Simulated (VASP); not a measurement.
Cd3HgO4: single point with LDA

Cd3HgO4:

```
Cd Hg O
1.0
     4.80896    0.00000    0.00000
     0.00000    4.80896    0.00000
     0.00000    0.00000    4.80896
Cd Hg O
3 1 4
Direct
  0.50000 0.00000 0.50000
  0.50000 0.50000 0.00000
  0.00000 0.50000 0.50000
  0.00000 0.00000 0.00000
  0.00000 0.50000 0.00000
  0.50000 0.50000 0.50000
  0.00000 0.00000 0.50000
  0.50000 0.00000 0.00000
```

- Program: VASP 6.6.1
- Task: single point
- Functional: LDA
- Potentials or basis: VASP PAW LDA potentials, release 64 (Cd, Hg, O)
- Cutoff: 520 eV
- k mesh: 8 × 8 × 8
- Occupations: gaussian, width 0.1 eV
- Spin: no spin polarisation
- Dipole correction: no
- k mesh for the DOS: 12 × 12 × 12
- Occupations for the DOS: tetrahedron
- Further INCAR settings: ALGO = Normal; EDIFF = 1e-06; NBANDS = 46

| Property | Result |
| --- | --- |
| Valence electrons inside the program's atomic spheres | Cd 10.19; Hg 10.37; O 4.85, 4.86 (each value once) |

Levels at points of the mesh, in eV from the Fermi level:
```
           k point  band 32  band 33  band 34  band 35  band 36  band 37  band 38  band 39  band 40  band 41
(0.00, 0.00, 0.00)    -2.71    -2.71    -1.80    -1.80    -1.80    -1.69     1.51     2.79     2.79     7.46
(0.50, 0.00, 0.00)    -2.31    -2.16    -2.16    -1.96    -1.96     2.33     2.59     4.21     4.77     7.87
(0.50, 0.50, 0.00)    -2.34    -0.77    -0.72    -0.72     0.07     3.65     4.18     4.18     4.18     6.74
(0.50, 0.50, 0.50)    -0.56    -0.56    -0.56     0.13     0.13     3.63     3.63     3.63     3.65     5.00
```

It took 2.5 min on 1 thread of Intel(R) Xeon(R) 6975P-C (Granite Rapids), on a shared host, peak memory 0.42 GiB.

Caveat: spin-orbit coupling is left out, which moves the levels of the heavy elements.
